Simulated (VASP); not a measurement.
Here is a VASP 6.6.1 calculation.

The input INCAR:

```
SYSTEM = Ni
PREC = Accurate ; ENCUT = 520
EDIFF = 1E-6 ; ISMEAR = -1
SIGMA = 0.05 ; LREAL = .False.
LASPH = .True. ; NELM = 150
ALGO = Normal ; ISIF = 2
LWAVE = .False. ; LCHARG = .False.
ISPIN = 2 ; MAGMOM = 1
LORBIT = 11 ; LMAXMIX = 4
GGA = PS ; IVDW = 13
NBANDS = 15
```

File KPOINTS:

```
regular mesh
0
Gamma
  13 13 13
  0 0 0
```

POSCAR

```
Ni
1.0
    0.0000000000      1.7220867908      1.7220867908
    1.7220867908      0.0000000000      1.7220867908
    1.7220867908      1.7220867908      0.0000000000
Ni
1
Direct
    0.0000000000      0.0000000000      0.0000000000
```

Potentials or basis: VASP PAW PBE potentials, release 64 (Ni).

The run is started by

```sh
$ cat potpaw_PBE.64/Ni/POTCAR > POTCAR
$ mpirun -np 1 vasp_std > vasp.out
```

(1) Predict the dispersion energy per atom.

(2) Estimate the site moments.

## Answers

(1) -0.277 eV.

(2) Ni +0.63 μB.
